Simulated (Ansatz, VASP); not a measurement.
# One calculation of Fe, two programs

```xyz
1
Lattice="2.3678 0.0000 0.0000 0.0000 2.3678 0.0000 0.0000 0.0000 2.3678" Properties=species:S:1:pos:R:3 pbc="T T T"
Fe    0.0000    0.0000    0.0000
```

Alike in both runs: functional PBE; k mesh 18 × 18 × 18; occupations fermi-dirac, width 0.03 eV; collinear spin.

Ansatz relaxed the structure, and its values are those at the end. VASP's run is a single point on that final structure, the one shown.

```csv
,VASP,Ansatz
version,VASP 6.6.1,Ansatz 0.2.0
potentials or method,"VASP PAW PBE potentials, release 64 (Fe)","PAW with Ansatz's default frozen-core files, scalar-relativistic"
plane-wave cutoff (eV),520,420
valence electrons in the cell,8,16
```

|  | VASP | Ansatz | Ansatz less VASP |
| --- | --- | --- | --- |
| pressure (GPa) | -0.4 | 0.0 | +0.42 |
| net moment per atom (μB) | 2.37 | 2.36 | -0.007 |
| size of the moment on the site where the two differ most (μB) | 2.36 | 2.34 | -0.018 |

Site moments also hang on the region over which each program counts them. The functional is the same, so the differences come from potentials, cutoffs and numerics. VASP's potentials hold 8 valence electrons a cell and Ansatz's 16, so a difference there can come from the potentials and not from the codes.
